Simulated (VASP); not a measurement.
Here is a VASP 6.6.1 calculation.

File INCAR:

```
PREC = Accurate
ENCUT = 520
EDIFF = 1E-7
ISMEAR = -1
SIGMA = 0.02
LREAL = False
LASPH = True
NELM = 60
ALGO = Normal
ISIF = 2
LWAVE = False
LCHARG = True
GGA = PE
LELF = True
LVHAR = True
NBANDS = 17
```

Contents of KPOINTS:

```
Automatic mesh
0
Gamma
  8 8 8
```

POSCAR

```
SnTe
1.0
   -0.0908697655      3.1622471869      3.1622471869
    3.1622471869     -0.0908697655      3.1622471869
    3.1622471869      3.1622471869     -0.0908697655
Sn Te
1 1
Direct
    0.0000000000      0.0000000000      0.0000000000
    0.5000000000      0.5000000000      0.5000000000
```

Potentials or basis: VASP PAW PBE potentials, release 64 (Sn_d, Te).

Launch:

```bash
$ cat potpaw_PBE.64/Sn_d/POTCAR potpaw_PBE.64/Te/POTCAR > POTCAR
$ mpirun -np 1 vasp_std > vasp.out
```

Q: Predict the pressure.

A: -0.1 GPa.

Q: What does it give for the band gap on the k mesh?

A: Zero (bands 10 and 11 overlap by 0.23 eV).

Stress tensor (GPa, compression positive):
```
-0.12  0.41  0.41
 0.41 -0.12  0.41
 0.41  0.41 -0.12
```

Caveat: the cell differs from its parent crystal (epitaxial 111 strain +2.0%); semilocal functionals underestimate gaps, and a narrow one can read as zero; spin-orbit coupling is left out, which moves the levels of the heavy elements.
